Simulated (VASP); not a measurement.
# Sb in VASP: further runs

Sb is run at these levels: PBE; tasks: single point, relaxation of cell and atoms.

Everything below comes from runs of VASP 6.6.1. Logs are shortened: lines on timing, memory, paths and dates and some standing lists are left out, and cuts for length are marked.

## 1. The cell of the first run

The typed cell holds 2 atoms: a = 3.110 Å, b = 4.396 Å, c = 4.396 Å, α = 90.00°, β = 90.05°, γ = 90.00°.

## 2. Single point, PBE

File INCAR:

```
PREC     = Accurate       # precision mode
ENCUT    = 520            # plane-wave cutoff, eV
EDIFF    = 1E-6           # SCF threshold, eV
ISMEAR   = 0              # smearing method
SIGMA    = 0.1            # smearing width, eV
LREAL    = F              # projectors in reciprocal space
LASPH    = T              # aspherical terms in the spheres
NELM     = 100            # most SCF steps
ALGO     = Normal         # electronic algorithm
ISIF     = 2              # what is computed and relaxed
LWAVE    = F              # write WAVECAR
LCHARG   = F              # write CHGCAR
GGA      = PE             # functional
NBANDS   = 12             # bands
```

File KPOINTS:

```
Automatic mesh
0
Gamma
  14 10 10
```

File POSCAR:

```
Sb
1.0
    3.1102129817      0.0000000000      0.0124382200
    0.0000000000      4.3955272917      0.0000000000
   -0.0212121891      0.0000000000      4.3959987531
Sb
2
Direct
    1.0000214635      0.7500000000      0.7499985173
   -0.0000214635      0.2500000000      0.2500014827
```

Potentials or basis: VASP PAW PBE potentials, release 64 (Sb).

Command:

```console
$ cat potpaw_PBE.64/Sb/POTCAR > POTCAR
$ mpirun -np 1 vasp_std > vasp.out
```

OUTCAR:

```text
PREC = Accurate
   ENCUT = 520
   EDIFF = 1E-6
   ISMEAR = 0
   LREAL = F
   LASPH = T
   NELM = 100
   ISIF = 2
   GGA = PE

 ion  position               nearest neighbor table
   1  0.000  0.750  0.750-   2 3.11   2 3.11   2 3.11   2 3.11
   2  1.000  0.250  0.250-   1 3.11   1 3.11   1 3.11   1 3.11

  LATTYP: Found a simple monoclinic cell.
 ALAT       =     3.1102378528
 B/A-ratio  =     1.4132447420
 C/A-ratio  =     1.4134127803
 COS(beta)  =    -0.0008261701

  Lattice vectors:

 A1 = (   3.1102129817,   0.0000000000,   0.0124382200)
 A2 = (   0.0000000000,   4.3955272917,   0.0000000000)
 A3 = (  -0.0212121891,   0.0000000000,   4.3959987531)

Analysis of symmetry for initial positions (statically):
=====================================================================
 Subroutine PRICEL returns:
 Original cell was already a primitive cell.

 Routine SETGRP: Setting up the symmetry group for a
 simple monoclinic supercell.

 Subroutine GETGRP returns: Found  4 space group operations
 (whereof  2 operations were pure point group operations)
 out of a pool of  4 trial point group operations.

The static configuration has the point symmetry S_2 .
 The point group associated with its full space group is C_2h.

Analysis of symmetry for dynamics (positions and initial velocities):
=====================================================================
 Subroutine PRICEL returns:
 Original cell was already a primitive cell.

 Routine SETGRP: Setting up the symmetry group for a
 simple monoclinic supercell.

 Subroutine GETGRP returns: Found  4 space group operations
 (whereof  2 operations were pure point group operations)
 out of a pool of  4 trial point group operations.

The dynamic configuration has the point symmetry S_2 .
 The point group associated with its full space group is C_2h.

 Subroutine INISYM returns: Found  4 space group operations
 (whereof  2 operations are pure point group operations),
 and found     1 'primitive' translations

----------------------------------------------------------------------------------------

                                     Primitive cell

  volume of cell :      60.0990

  direct lattice vectors                    reciprocal lattice vectors
     3.110212982  0.000000000  0.012438220     0.321515185  0.000000000  0.001551420
     0.000000000  4.395527292  0.000000000     0.000000000  0.227503991  0.000000000
    -0.021212189  0.000000000  4.395998753    -0.000909708  0.000000000  0.227475202

  length of vectors
     3.110237853  4.395527292  4.396049931     0.321518928  0.227503991  0.227477021

  position of ions in fractional coordinates (direct lattice)
     0.000021463  0.750000000  0.749998517
     0.999978537  0.250000000  0.250001483

  ion indices of the primitive-cell ions
   primitive index   ion index
                 1           1
                 2           2

----------------------------------------------------------------------------------------

 KPOINTS: Automatic mesh

Automatic generation of k-mesh.
 Grid dimensions read from file:
 generate k-points for:   14   10   10

 Generating k-lattice:

  Cartesian coordinates                     Fractional coordinates (reciprocal lattice)
     0.022965370  0.000000000  0.000110816     0.071428571  0.000000000 -0.000000000
     0.000000000  0.022750399  0.000000000     0.000000000  0.100000000  0.000000000
    -0.000090971  0.000000000  0.022747520     0.000000000  0.000000000  0.100000000

  Length of vectors
     0.022965638  0.022750399  0.022747702

  Shift w.r.t. Gamma in fractional coordinates (k-lattice)
     0.000000000  0.000000000  0.000000000

 Subroutine IBZKPT returns following result:
 ===========================================

 Found    432 irreducible k-points:

 Following reciprocal coordinates:
            Coordinates               Weight
  0.000000  0.000000  0.000000      1.000000
  0.071429  0.000000  0.000000      2.000000
  0.142857  0.000000  0.000000      2.000000
  0.214286  0.000000  0.000000      2.000000
  0.285714  0.000000  0.000000      2.000000
  0.357143  0.000000  0.000000      2.000000
[... 16 lines left out ...]
  0.428571  0.200000  0.000000      4.000000
  0.500000  0.200000  0.000000      2.000000
 [... further k-points ...]
   k-points           NKPTS =    432   k-points in BZ     NKDIM =    432   number of bands    NBANDS=     12
   number of dos      NEDOS =    301   number of ions     NIONS =      2
   total plane-waves  NPLWV =  31104
   dimension x,y,z NGX =    24 NGY =   36 NGZ =   36
   dimension x,y,z NGXF=    48 NGYF=   72 NGZF=   72
   ions per type =               2
   NGX,Y,Z   is equivalent  to a cutoff of  12.83, 13.62, 13.61 a.u.
   NGXF,Y,Z  is equivalent  to a cutoff of  25.66, 27.23, 27.23 a.u.
 SYSTEM =  unknown system
   PREC   = accura    normal or accurate (medium, high low for compatibility)
   ISTART =      0    job   : 0-new  1-cont  2-samecut
[... 23 lines left out ...]
   EFERMI_NEDOS =   21; number of points for ismear=-14 and -15
   IALGO  =     38    algorithm
   IMIX   =      4    mixing-type and parameters
     AMIX     =   0.40;   BMIX     =  1.00
     AMIX_MAG =   1.60;   BMIX_MAG =  1.00
  volume/ion in A,a.u.               =      30.05       202.78
  Fermi-wavevector in a.u.,A,eV,Ry     =   0.900435  1.701576 11.031381  0.810784
  Thomas-Fermi vector in A             =   2.023392
   LORBIT       =      0    0 simple, 1 ext, 2 COOP (PROOUT), +10 PAW based schemes
   GGA     = PE    functional components
   LHFCALC =     F    Hartree Fock is set to
   AEXX    =    0.0000 exact exchange contribution
   IVDW    =     0    specifies the selected vdW correction
   LEPSILON=     F    determine dielectric tensor
   LRPA    =     F    only Hartree local field effects (RPA)
 non-spin polarized calculation
 Gauss-broadening in eV      SIGMA  =   0.10
  energy-cutoff  :      520.00
  volume of cell :       60.10
 maximum number of plane-waves:      1660
   NGX = 11   NGY = 17   NGZ = 17

 number of electron      10.0000000 magnetization

 number of electron       9.9999998 magnetization

 Free energy of the ion-electron system (eV)
  ---------------------------------------------------
  ext. energy  EPLUGINS =         0.00000000
  ---------------------------------------------------
  free energy    TOTEN  =        -8.19126674 eV

  energy without entropy =       -8.18563307  energy(sigma->0) =       -8.18844991

 E-fermi :   7.0279     XC(G=0):  -9.5924

 val. band max:        7.0088727399   @ k =   0.3571   0.0000   0.1000
 cond. band min:       7.0387601243   @ k =   0.5000   0.3000   0.0000
 fundamental gap:      0.0298873843
 Fermi energy:         7.0278576321

 k-point     1 :       0.0000    0.0000    0.0000
  band No.  band energies     occupation
      1      -5.2864      2.00000
      2      -0.3477      2.00000
      3       3.5395      2.00000
      4       3.5409      2.00000
      5       9.2528      0.00000
      6      10.2822      0.00000
      7      10.2968      0.00000
      8      10.2976      0.00000
      9      13.9537      0.00000
     10      13.9574      0.00000
     11      14.2863      0.00000
     12      15.2630      0.00000

 k-point     2 :       0.0714    0.0000    0.0000
  band No.  band energies     occupation
      1      -5.2131      2.00000
      2      -0.2714      2.00000
      3       3.6080      2.00000
      4       3.6094      2.00000
      5       9.3224      0.00000
      6       9.3478      0.00000
      7      10.3690      0.00000
      8      10.3695      0.00000
      9      13.5565      0.00000
     10      14.0158      0.00000
     11      14.5257      0.00000
     12      15.7882      0.00000

 k-point     3 :       0.1429    0.0000    0.0000
  band No.  band energies     occupation
      1      -4.9953      2.00000
      2      -0.0432      2.00000
      3       3.8086      2.00000
      4       3.8099      2.00000
      5       7.6498      0.00000
      6       9.5304      0.00000
      7      10.5800      0.00000
      8      10.5806      0.00000
      9      12.0135      0.00000
     10      14.1898      0.00000
     11      14.9664      0.00000
     12      16.9006      0.00000
[... 286 lines left out ...]
 k-point    23 :       0.4286    0.2000    0.0000
  band No.  band energies     occupation
      1      -2.8337      2.00000
      2       1.0751      2.00000
      3       2.1921      2.00000
      4       5.3116      2.00000
      5       5.6613      2.00000
      6       6.2406      2.00000
      7      10.5993      0.00000
      8      11.0069      0.00000
      9      11.8495      0.00000
     10      12.4327      0.00000
     11      12.7510      0.00000
     12      15.7287      0.00000

 k-point    24 :       0.5000    0.2000    0.0000
  band No.  band energies     occupation
      1      -2.6090      2.00000
      2       1.3503      2.00000
      3       1.7972      2.00000
      4       4.9234      2.00000
      5       5.8012      2.00000
      6       6.3441      2.00000
      7      10.7533      0.00000
      8      11.1994      0.00000
      9      11.6038      0.00000
     10      12.1556      0.00000
     11      12.9561      0.00000
     12      15.4490      0.00000

 [... further k-points ...]
[... 5 lines left out ...]
  --------------------------------------------------------------------------------------
  -------------------------------------------------------------------------------------
  Total       -0.0102909     -0.0090062     -0.0103905      0.0000000      0.0000000      0.0022411
  in kB       -0.2743441     -0.2400950     -0.2769991      0.0000000      0.0000000      0.0597454
  external PRESSURE =      -0.2638128 kB  Pullay stress =       0.0000000 kB

 VOLUME and BASIS-vectors are now :
 -----------------------------------------------------------------------------
  energy-cutoff  :      520.00
  volume of cell :       60.10
      direct lattice vectors                 reciprocal lattice vectors
     3.110212982  0.000000000  0.012438220     0.321515185  0.000000000  0.001551420
     0.000000000  4.395527292  0.000000000     0.000000000  0.227503991  0.000000000
    -0.021212189  0.000000000  4.395998753    -0.000909708  0.000000000  0.227475202

 POSITION                                       TOTAL-FORCE (eV/Angst)
 -----------------------------------------------------------------------------------
     -0.01584      3.29665      3.29699        -0.000061     -0.000000      0.000020
      3.10484      1.09888      1.11144         0.000061      0.000000     -0.000020
 -----------------------------------------------------------------------------------
    total drift:                               -0.000000      0.000000      0.000000

  FREE ENERGIE OF THE ION-ELECTRON SYSTEM (eV)
  ---------------------------------------------------
  free  energy   TOTEN  =        -8.1912667415 eV

  energy  without entropy=       -8.1856330687  energy(sigma->0) =       -8.18844991
```

It took 2.2 min on 1 thread of Intel Xeon Platinum 8259CL at 2.50GHz (Skylake/Cascade Lake), shared host; peak memory 0.39 GiB.

Results:

```yaml
Free_energy: -8.1913 eV
Pressure: 0.0 GPa
Band_gap_on_the_k_mesh: zero (band 5 reaches 12.27 eV, above the bottom of band 6 at 3.55 eV)
```

Caveat: spin-orbit coupling is left out, which moves the levels of the heavy elements.

## 3. Relaxation of cell and atoms, PBE

This run uses another cell than the first one, of 29.90 Å³/atom, 0.995 times its volume.

File INCAR:

```
PREC = Accurate
ENCUT = 600
EDIFF = 1E-7
ISMEAR = 0
SIGMA = 0.1
LREAL = F
LASPH = T
NELM = 100
ALGO = Normal
ISIF = 3
LWAVE = F
LCHARG = F
GGA = PE
IBRION = 2
NSW = 100
EDIFFG = -0.002
```

File KPOINTS:

```
regular mesh
0
Gamma
  14 10 10
```

File POSCAR:

```
Sb
1.0
    3.1224020000      0.0000000000      0.0000000000
    0.0000000000      4.3475180000      0.0000000000
   -0.0389150000      0.0000000000      4.4058520000
Sb
2
Direct
    0.9886110000      0.7500000000      0.7588340000
    0.0113890000      0.2500000000      0.2411660000
```

Potentials or basis: VASP PAW PBE potentials, release 64 (Sb).

Command:

```console
$ cat potpaw_PBE.64/Sb/POTCAR > POTCAR
$ mpirun -np 1 vasp_std > vasp.out
```

Wall time 31 min (1 thread of Intel Xeon Platinum 8259CL at 2.50GHz (Skylake/Cascade Lake), shared host); peak memory 0.44 GiB.

Results (log left out):

- Free energy: -8.1913 eV
- Relaxed volume: 30.04 Å³/atom
- Relaxed cell: a = 3.110 Å, b = 4.395 Å, c = 4.396 Å, α = 90.00°, β = 89.98°, γ = 90.00°
- Space group after relaxing (to 0.05 Å): Pm-3m (No. 221)
- Energy gained by relaxing: 3.8 meV/atom
- Ionic steps: 31
- Pressure after relaxing: 0.0 GPa
- Band gap on the k mesh: zero (band 5 reaches 12.28 eV, above the bottom of band 6 at 3.55 eV)

The path:
```
step  energy change (eV)  largest force (eV/Å)  pressure (GPa)  volume (Å³)
   1              0.0000                0.1149            0.39        59.81
   2             -0.0025                0.0899           -0.23        60.44
   3             -0.0026                0.0912           -0.20        60.41
   4             -0.0038                0.0838           -0.09        60.24
   5             -0.0055                0.0473            0.32        59.75
   6             -0.0062                0.0363            0.25        59.81
   7             -0.0068                0.0215            0.07        59.98
   8             -0.0069                0.0202            0.10        59.95
   9             -0.0070                0.0199            0.04        60.02
  10             -0.0070                0.0196           -0.08        60.15
  11             -0.0071                0.0187           -0.06        60.13
  12             -0.0072                0.0172           -0.02        60.09
  13             -0.0072                0.0148            0.06        60.00
  14             -0.0072                0.0162            0.00        60.06
  15             -0.0073                0.0152            0.01        60.06
  16             -0.0073                0.0122            0.01        60.06
  17             -0.0074                0.0058            0.02        60.05
  18             -0.0074                0.0053            0.02        60.05
  19             -0.0075                0.0038            0.01        60.06
  20             -0.0075                0.0008            0.00        60.07
  21             -0.0075                0.0052           -0.03        60.10
  22             -0.0075                0.0017           -0.01        60.08
  23             -0.0075                0.0014           -0.01        60.08
  24             -0.0075                0.0007            0.01        60.06
  25             -0.0075                0.0006            0.01        60.06
  26             -0.0075                0.0006            0.01        60.06
  27             -0.0075                0.0004            0.00        60.07
  28             -0.0075                0.0004            0.00        60.07
  29             -0.0075                0.0002           -0.01        60.08
  30             -0.0075                0.0003           -0.01        60.08
  31             -0.0075                0.0003           -0.01        60.07
```

Final structure:
```
CELL_PARAMETERS angstrom
3.10978 0.00000 0.01408
0.00000 4.39490 0.00000
-0.01873 0.00000 4.39548
ATOMIC_POSITIONS crystal
Sb 0.00010 0.75000 0.75001
Sb 0.99990 0.25000 0.24999
```

Levels at points of the mesh, in eV from the Fermi level:
| k point | band 2 | band 3 | band 4 | band 5 | band 6 | band 7 | band 8 | band 9 |
| --- | --- | --- | --- | --- | --- | --- | --- | --- |
| (0.00, 0.00, 0.00) | -7.38 | -3.49 | -3.49 | 2.22 | 3.26 | 3.27 | 3.27 | 6.93 |
| (0.50, 0.00, 0.00) | -5.51 | -4.55 | -1.60 | -1.59 | -1.58 | 4.85 | 4.86 | 4.86 |
| (0.00, 0.50, 0.00) | -10.57 | -1.32 | -1.32 | -0.89 | -0.89 | 4.90 | 4.90 | 8.06 |
| (0.50, 0.50, 0.00) | -8.14 | -3.90 | -3.90 | 0.64 | 0.64 | 1.52 | 1.52 | 5.62 |
| (0.00, 0.00, 0.50) | -10.57 | -1.32 | -1.32 | -0.89 | -0.89 | 4.90 | 4.90 | 8.05 |
| (0.50, 0.00, 0.50) | -8.14 | -3.90 | -3.90 | 0.64 | 0.64 | 1.52 | 1.52 | 5.62 |
| (0.00, 0.50, 0.50) | -9.92 | -5.52 | -5.52 | 5.24 | 5.24 | 5.26 | 5.26 | 9.00 |
| (0.50, 0.50, 0.50) | -7.39 | -3.50 | -3.50 | -3.48 | -3.48 | 2.23 | 2.23 | 7.27 |

Caveat: spin-orbit coupling is left out, which moves the levels of the heavy elements.

## 4. Single point, PBE

This run uses another cell than the first one, of 29.90 Å³/atom, 0.995 times its volume.

File INCAR:

```
SYSTEM = Sb
PREC     = Accurate       ! precision mode
ENCUT    = 520            ! plane-wave cutoff, eV
EDIFF    = 1E-6           ! SCF threshold, eV
ISMEAR   = 0              ! smearing method
SIGMA    = 0.1            ! smearing width, eV
LREAL    = .False.        ! projectors in reciprocal space
LASPH    = .True.         ! aspherical terms in the spheres
NELM     = 100            ! most SCF steps
ALGO     = Normal         ! electronic algorithm
ISIF     = 2              ! what is computed and relaxed
LWAVE    = .False.        ! write WAVECAR
LCHARG   = .False.        ! write CHGCAR
GGA      = PE             ! functional
NBANDS   = 12             ! bands
```

File KPOINTS:

```
regular mesh
0
Gamma
  6 4 4
  0 0 0
```

POSCAR is that of step 3.

Command:

```console
$ cat potpaw_PBE.64/Sb/POTCAR > POTCAR
$ mpirun -np 1 vasp_std > vasp.out
```

It took 14 s on 1 thread of Intel Xeon Platinum 8259CL at 2.50GHz (Skylake/Cascade Lake), shared host; peak memory 0.18 GiB.

Results (log left out):

| Quantity | Value |
| --- | --- |
| Free energy | -8.2106 eV |
| Pressure | 0.8 GPa |
| Largest force | 0.071 eV/Å |
| Band gap on the k mesh | zero (band 5 reaches 12.22 eV, above the bottom of band 6 at 3.63 eV) |

Forces in eV/Å, atoms in the order of the input:
```
Sb   0.030  0.000 -0.065
Sb  -0.030  0.000  0.065
```

Stress tensor (GPa, compression positive):
```
-3.29  0.00  0.04
 0.00  2.98  0.00
 0.04  0.00  2.61
```

Levels at points of the mesh, in eV from the Fermi level:
```tsv
k point	band 2	band 3	band 4	band 5	band 6	band 7	band 8	band 9
(0.00, 0.00, 0.00)	-7.24	-3.50	-3.37	2.19	3.16	3.39	3.52	6.76
(0.50, 0.00, 0.00)	-5.51	-4.45	-1.65	-1.52	-1.45	4.61	4.90	4.91
(0.00, 0.50, 0.00)	-10.51	-1.36	-1.36	-0.78	-0.78	4.85	4.85	8.24
(0.50, 0.50, 0.00)	-8.13	-3.84	-3.84	0.59	0.59	1.58	1.58	5.64
(0.00, 0.00, 0.50)	-10.33	-1.46	-0.93	-0.80	-0.65	4.63	5.01	7.91
(0.50, 0.00, 0.50)	-7.93	-4.02	-3.71	0.44	1.02	1.60	1.70	5.60
(0.00, 0.50, 0.50)	-9.86	-5.49	-5.49	5.18	5.18	5.44	5.44	9.03
(0.50, 0.50, 0.50)	-7.38	-3.51	-3.51	-3.41	-3.41	2.24	2.24	7.44
```

Caveat: the k points lie up to 0.36 Å⁻¹ apart; spin-orbit coupling is left out, which moves the levels of the heavy elements.

## 5. The runs side by side

```csv
task,cell,k mesh,cutoff (eV),gap on the mesh (eV),pressure (GPa)
single point,"a = 3.110, b = 4.396, c = 4.396 Å, 2 atoms",14 × 10 × 10,520,none,0.0
relaxation of cell and atoms,"relaxed from a = 3.122, b = 4.348, c = 4.406 Å, angles 90.0, 90.5, 90.0°, 2 atoms",14 × 10 × 10,600,none,0.0
single point,"a = 3.122, b = 4.348, c = 4.406 Å, angles 90.0, 90.5, 90.0°, 2 atoms",6 × 4 × 4,520,none,0.8
```

Alike in all rows: level PBE; potentials or basis VASP PAW PBE potentials, release 64 (Sb); no spin polarisation; smearing gaussian 0.1 eV.

Caveats: some runs use coarse meshes; spin-orbit coupling is left out, which moves the levels of the heavy elements.

Absolute energies hang on the potentials; compare differences alone.
